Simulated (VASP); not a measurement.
# PbSe (Pm-3m) in VASP: further runs, part 2 of 2

VASP 6.6.1.

## (3) Single point, HSE06

This run uses another cell than the first one, of 28.72 Å³/atom, 1.019 times its volume.

Input file POSCAR:

```
PbSe
1.0
    3.8585432354      0.0000000000      0.0000000000
    0.0000000000      3.8585432354      0.0000000000
    0.0000000000      0.0000000000      3.8585432354
Pb Se
1 1
Direct
    0.0000000000      0.0000000000      0.0000000000
    0.5000000000      0.5000000000      0.5000000000
```

Input file INCAR.step1:

```
SYSTEM = PbSe
PREC = Accurate ; ENCUT = 520
EDIFF = 1E-5 ; ISMEAR = -1
SIGMA = 0.05 ; LREAL = .FALSE.
LASPH = .TRUE. ; NELM = 60
ALGO = Normal ; ISIF = 2
LWAVE = .TRUE. ; LCHARG = .FALSE.
GGA = PE ; NBANDS = 17
```

Input file INCAR.step2:

```
SYSTEM = PbSe
PREC = Accurate ; ENCUT = 520
EDIFF = 1E-6 ; ISMEAR = -1
SIGMA = 0.05 ; LREAL = .FALSE.
LASPH = .TRUE. ; NELM = 60
ALGO = Normal ; ISIF = 2
LWAVE = .FALSE. ; LCHARG = .FALSE.
GGA = PE ; LHFCALC = .TRUE.
HFSCREEN = 0.2079 ; PRECFOCK = Normal
ISTART = 1 ; NBANDS = 17
```

Input file KPOINTS:

```
Automatic mesh
0
G
  4 4 4
  0 0 0
```

Potentials or basis: VASP PAW PBE potentials, release 64 (Pb_d, Se).

On the command line:

```sh
$ cat potpaw_PBE.64/Pb_d/POTCAR potpaw_PBE.64/Se/POTCAR > POTCAR
$ cp INCAR.step1 INCAR
$ mpirun -np 1 vasp_std > vasp.out
$ cp INCAR.step2 INCAR
$ mpirun -np 1 vasp_std > vasp.out
```

OUTCAR:

```text
SYSTEM = PbSe
   PREC = Accurate
   ENCUT = 520
   EDIFF = 1E-6
   ISMEAR = -1
   LREAL = .FALSE.
   LASPH = .TRUE.
   NELM = 60
   ISIF = 2
   GGA = PE
   LHFCALC = .TRUE.
   HFSCREEN = 0.2079
   PRECFOCK = Normal
   ISTART = 1

 ion  position               nearest neighbor table
   1  0.000  0.000  0.000-   2 3.34   2 3.34   2 3.34   2 3.34   2 3.34   2 3.34   2 3.34   2 3.34

   2  0.500  0.500  0.500-   1 3.34   1 3.34   1 3.34   1 3.34   1 3.34   1 3.34   1 3.34   1 3.34

  LATTYP: Found a simple cubic cell.
 ALAT       =     3.8585432354

  Lattice vectors:

 A1 = (   3.8585432354,   0.0000000000,   0.0000000000)
 A2 = (   0.0000000000,   3.8585432354,   0.0000000000)
 A3 = (   0.0000000000,   0.0000000000,   3.8585432354)

Analysis of symmetry for initial positions (statically):
=====================================================================
 Subroutine PRICEL returns:
 Original cell was already a primitive cell.

 Routine SETGRP: Setting up the symmetry group for a
 simple cubic supercell.

 Subroutine GETGRP returns: Found 48 space group operations
 (whereof 48 operations were pure point group operations)
 out of a pool of 48 trial point group operations.

The static configuration has the point symmetry O_h .

Analysis of symmetry for dynamics (positions and initial velocities):
=====================================================================
 Subroutine PRICEL returns:
 Original cell was already a primitive cell.

 Routine SETGRP: Setting up the symmetry group for a
 simple cubic supercell.

 Subroutine GETGRP returns: Found 48 space group operations
 (whereof 48 operations were pure point group operations)
[... 106 lines left out ...]
     AMIX     =   0.40;   BMIX     =  1.00
     AMIX_MAG =   1.60;   BMIX_MAG =  1.00
  volume/ion in A,a.u.               =      28.72       193.84
  Fermi-wavevector in a.u.,A,eV,Ry     =   1.151670  2.176341 18.046009  1.326344
  Thomas-Fermi vector in A             =   2.288326
   LORBIT       =      0    0 simple, 1 ext, 2 COOP (PROOUT), +10 PAW based schemes
   GGA     = PE    functional components
   LHFCALC =     T    Hartree Fock is set to
   PRECFOCK=normal    Normal, Fast or Accurate (Low or Medium for compatibility)
   ENCUT4O =  -1.0   cutoff for four orbital integrals eV
   NKREDX  =     1    reduce k-point grid by
   NKREDY  =     1    reduce k-point grid by
   NKREDZ  =     1    reduce k-point grid by
   AEXX    =    0.2500 exact exchange contribution
   HFSCREEN=    0.2079 screening length (either q_TF or 0.3 A-1)
   HFSCREENC=   0.2079 screening length for correlation (either q_TF or 0.3 A-1)
   ENCUTFOCK=  -1.0 apply spherical cutoff to Coloumb kernel
   IVDW    =     0    specifies the selected vdW correction
   LEPSILON=     F    determine dielectric tensor
   LRPA    =     F    only Hartree local field effects (RPA)
 non-spin polarized calculation
  energy-cutoff  :      520.00
  volume of cell :       57.45
 maximum number of plane-waves:      1568
 NGX is ok and might be reduce to    30
  NGX = 24; NGY = 24; NGZ = 24

 number of electron      20.0000002 magnetization

 Free energy of the ion-electron system (eV)
  ---------------------------------------------------
  ext. energy  EPLUGINS =         0.00000000
  ---------------------------------------------------
  free energy    TOTEN  =        -9.05468928 eV

  energy without entropy =       -9.04570980  energy(sigma->0) =       -9.05019954

 E-fermi :   4.3716     XC(G=0):  -8.0421

 val. band max:        4.2626421776   @ k =   0.5000   0.5000   0.5000
 cond. band min:       4.4040389564   @ k =   0.5000   0.5000   0.0000
 fundamental gap:      0.1413967787
 Fermi energy:         4.3715995415

 k-point     1 :       0.0000    0.0000    0.0000
  band No.  band energies     occupation
      1     -14.3744      2.00000
      2     -14.3744      2.00000
      3     -14.2524      2.00000
      4     -14.2524      2.00000
      5     -14.2524      2.00000
      6      -9.7532      2.00000
[... 177 lines left out ...]
      4     -14.2175      2.00000
      5     -14.2175      2.00000
      6      -7.8631      2.00000
[... 9 lines left out ...]
     16      18.7785      0.00000
     17      22.4216      0.00000

------------------------ aborting loop because EDIFF is reached ----------------------------------------

  FORCE on cell =-STRESS in cart. coord.  units (eV):
  Direction    XX          YY          ZZ          XY          YZ          ZX
  --------------------------------------------------------------------------------------
  -------------------------------------------------------------------------------------
  Total       -1.3172028     -1.3172028     -1.3172028     -0.0000000      0.0000000     -0.0000000
  in kB      -36.7361059    -36.7361059    -36.7361059     -0.0000000      0.0000000     -0.0000000
  external PRESSURE =     -36.7361059 kB  Pullay stress =       0.0000000 kB

 VOLUME and BASIS-vectors are now :
 -----------------------------------------------------------------------------
  energy-cutoff  :      520.00
  volume of cell :       57.45
      direct lattice vectors                 reciprocal lattice vectors
     3.858543235  0.000000000  0.000000000     0.259165166  0.000000000  0.000000000
     0.000000000  3.858543235  0.000000000     0.000000000  0.259165166  0.000000000
     0.000000000  0.000000000  3.858543235     0.000000000  0.000000000  0.259165166

 POSITION                                       TOTAL-FORCE (eV/Angst)
 -----------------------------------------------------------------------------------
      0.00000      0.00000      0.00000         0.000000      0.000000      0.000000
      1.92927      1.92927      1.92927         0.000000      0.000000      0.000000
 -----------------------------------------------------------------------------------
    total drift:                               -0.000002      0.000000     -0.000000

  FREE ENERGIE OF THE ION-ELECTRON SYSTEM (eV)
  ---------------------------------------------------
  free  energy   TOTEN  =        -9.0546892815 eV

  energy  without entropy=       -9.0457097969  energy(sigma->0) =       -9.05019954
```

OSZICAR.step1:

```text
N       E                     dE             d eps       ncg     rms          rms(c)
DAV:   1     0.151296704658E+03    0.15130E+03   -0.95342E+03   348   0.120E+03
DAV:   2     0.299790331575E+01   -0.14830E+03   -0.14329E+03   356   0.298E+02
DAV:   3    -0.790549213901E+01   -0.10903E+02   -0.10780E+02   458   0.844E+01
DAV:   4    -0.813236709618E+01   -0.22687E+00   -0.22674E+00   419   0.140E+01
DAV:   5    -0.813991413399E+01   -0.75470E-02   -0.75468E-02   454   0.247E+00    0.294E+00
DAV:   6    -0.761678195652E+01    0.52313E+00   -0.12758E+00   491   0.712E+00    0.138E+00
DAV:   7    -0.761446817555E+01    0.23138E-02   -0.93071E-02   422   0.150E+00    0.880E-01
DAV:   8    -0.761384044280E+01    0.62773E-03   -0.16034E-02   381   0.128E+00    0.281E-01
DAV:   9    -0.761293133252E+01    0.90911E-03   -0.31543E-03   460   0.441E-01    0.870E-02
DAV:  10    -0.761300420597E+01   -0.72873E-04   -0.19869E-04   377   0.866E-02    0.228E-02
DAV:  11    -0.761300658386E+01   -0.23779E-05   -0.23984E-05   388   0.374E-02
   1 F= -.76130066E+01 E0= -.76063573E+01  d E =-.132986E-01
```

Run time: 5.9 min. Hardware: 1 thread of Intel Xeon Platinum 8488C (Sapphire Rapids), shared host; peak memory 0.28 GiB.

What came out:

```
Free energy            : -9.0547 eV
Pressure               : -3.7 GPa
Band gap on the k mesh : zero (band 10 reaches 4.40 eV, above the bottom of band 11 at 4.26 eV)
```

Caveat: the k points lie up to 0.41 Å⁻¹ apart; the PAW data sets were made with another functional, which shifts forces and pressure a little; spin-orbit coupling is left out, which moves the levels of the heavy elements.

## (4) Single point, LDA

This run uses another cell than the first one, of 24.68 Å³/atom, 0.876 times its volume.

Input file INCAR:

```
  PREC = Accurate
  ENCUT = 520
  EDIFF = 1E-6
  ISMEAR = -1
  SIGMA = 0.05
  LREAL = False
  LASPH = True
  NELM = 100
  ALGO = Normal
  ISIF = 2
  LWAVE = False
  LCHARG = False
  GGA = CA
  NBANDS = 17
```

Input file KPOINTS:

```
Automatic mesh
0
Gamma
  7 7 7
```

Input file POSCAR:

```
PbSe
1.0
    3.6681896946      0.0000000000      0.0000000000
    0.0000000000      3.6681896946      0.0000000000
    0.0000000000      0.0000000000      3.6681896946
Pb Se
1 1
Direct
    0.0000000000      0.0000000000      0.0000000000
    0.5000000000      0.5000000000      0.5000000000
```

Potentials or basis: VASP PAW LDA potentials, release 64 (Pb_d, Se).

On the command line:

```sh
$ cat potpaw_LDA.64/Pb_d/POTCAR potpaw_LDA.64/Se/POTCAR > POTCAR
$ mpirun -np 1 vasp_std > vasp.out
```

It took 8.3 s on 1 thread of Intel Xeon 6975P-C, shared host; peak memory 0.15 GiB.

The run converged. Its results:

```yaml
Free_energy: -9.0548 eV
Pressure: 0.1 GPa
Band_gap_on_the_k_mesh: zero (band 10 reaches 6.30 eV, above the bottom of band 11 at 5.81 eV)
```

Levels at points of the mesh, in eV from the Fermi level:
```tsv
k point	band 6	band 7	band 8	band 9	band 10	band 11	band 12	band 13	band 14	band 15
(0.00, 0.00, 0.00)	-13.89	-6.93	-1.76	-1.76	-1.76	4.97	4.97	6.61	6.61	6.61
```

Caveat: spin-orbit coupling is left out, which moves the levels of the heavy elements.

## (5) Single point, PBEsol

This run uses another cell than the first one, of 25.40 Å³/atom, 0.901 times its volume.

Input file INCAR:

```
SYSTEM = PbSe
ALGO = Normal ; EDIFF = 1E-6
ENCUT = 520 ; GGA = PS
ISIF = 2 ; ISMEAR = -1
LASPH = .TRUE. ; LCHARG = .FALSE.
LREAL = .FALSE. ; LWAVE = .FALSE.
NBANDS = 17 ; NELM = 100
PREC = Accurate ; SIGMA = 0.05
```

Input file KPOINTS:

```
k-points
0
G
  7 7 7
  0 0 0
```

Input file POSCAR:

```
PbSe
1.0
    3.7034666482      0.0000000000      0.0000000000
    0.0000000000      3.7034666482      0.0000000000
    0.0000000000      0.0000000000      3.7034666482
Pb Se
1 1
Direct
    0.0000000000      0.0000000000      0.0000000000
    0.5000000000      0.5000000000      0.5000000000
```

Potentials or basis: VASP PAW PBE potentials, release 64 (Pb_d, Se).

On the command line:

```sh
$ cat potpaw_PBE.64/Pb_d/POTCAR potpaw_PBE.64/Se/POTCAR > POTCAR
$ mpirun -np 1 vasp_std > vasp.out
```

Wall time 10 s (1 thread of Intel Xeon 6975P-C, shared host); peak memory 0.16 GiB.

The run converged. Its results:

| Quantity | Value |
| --- | --- |
| Free energy | -8.5121 eV |
| Pressure | 0.0 GPa |
| Band gap on the k mesh | zero (band 10 reaches 5.92 eV, above the bottom of band 11 at 5.54 eV) |

Levels at points of the mesh, in eV from the Fermi level:
```
           k point  band 8  band 9  band 10  band 11  band 12  band 13
(0.00, 0.00, 0.00)   -1.66   -1.66    -1.66     4.98     4.98     6.50
```

Caveat: the PAW data sets were made with another functional, which shifts forces and pressure a little; spin-orbit coupling is left out, which moves the levels of the heavy elements.

## (6) Single point, PBE

This run uses another cell than the first one, of 27.10 Å³/atom, 0.962 times its volume.

Input file INCAR:

```
  PREC = Accurate
  ENCUT = 520
  EDIFF = 1E-6
  ISMEAR = 0
  SIGMA = 0.011
  LREAL = False
  LASPH = True
  NELM = 80
  ALGO = Normal
  ISIF = 2
  LWAVE = False
  LCHARG = False
  GGA = PE
  NBANDS = 17
```

Input file KPOINTS:

```
Automatic mesh
0
Gamma
  7 7 7
```

Input file POSCAR:

```
PbSe
1.0
    3.7843220000      0.0000000000      0.0000000000
    0.0000000000      3.7843220000      0.0000000000
    0.0000000000      0.0000000000      3.7843220000
Pb Se
1 1
Direct
    0.0000000000      0.0000000000      0.0000000000
    0.5000000000      0.5000000000      0.5000000000
```

Potentials or basis: VASP PAW PBE potentials, release 64 (Pb_d, Se).

On the command line:

```sh
$ cat potpaw_PBE.64/Pb_d/POTCAR potpaw_PBE.64/Se/POTCAR > POTCAR
$ mpirun -np 1 vasp_std > vasp.out
```

It took 11 s on 1 thread of Intel Xeon 6975P-C, shared host; peak memory 0.16 GiB.

The run converged. Its results:

* Free energy: -7.7135 eV
* Pressure: -0.2 GPa
* Band gap on the k mesh: zero (band 10 reaches 5.29 eV, above the bottom of band 11 at 5.19 eV)

Levels at points of the mesh, in eV from the Fermi level:
```csv
k point,band 6,band 7,band 8,band 9,band 10,band 11,band 12,band 13,band 14,band 15
"(0.00, 0.00, 0.00)",-13.15,-7.00,-1.44,-1.44,-1.44,5.19,5.19,6.12,6.12,6.12
```

Caveat: spin-orbit coupling is left out, which moves the levels of the heavy elements.

## (7) Summary

```csv
level,potentials or basis,cell,k mesh,smearing,grid for exact exchange (PRECFOCK),screening parameter,gap on the mesh (eV),pressure (GPa)
HSE06,"VASP PAW PBE potentials, release 64 (Pb_d, Se)","a = 3.834 Å, 2 atoms",4 × 4 × 4,fermi-dirac 0.05 eV,Normal,0.2079 1/Å,none,-2.9
HSE06,"VASP PAW PBE potentials, release 64 (Pb_d, Se)","a = 3.859 Å, 2 atoms",4 × 4 × 4,fermi-dirac 0.05 eV,Normal,0.2079 1/Å,none,-3.7
LDA,"VASP PAW LDA potentials, release 64 (Pb_d, Se)","a = 3.668 Å, 2 atoms",7 × 7 × 7,fermi-dirac 0.05 eV,-,-,none,0.1
PBEsol,"VASP PAW PBE potentials, release 64 (Pb_d, Se)","a = 3.703 Å, 2 atoms",7 × 7 × 7,fermi-dirac 0.05 eV,-,-,none,0.0
PBE,"VASP PAW PBE potentials, release 64 (Pb_d, Se)","a = 3.784 Å, 2 atoms",7 × 7 × 7,gaussian 0.011 eV,-,-,none,-0.2
```

Alike in all rows: task single point; no spin polarisation; cutoff (eV) 520.

Caveats: some runs use coarse meshes; spin-orbit coupling is left out, which moves the levels of the heavy elements; the PAW data sets were made with another functional, which shifts forces and pressure a little (some runs).

Absolute energies hang on the potentials; compare differences alone.
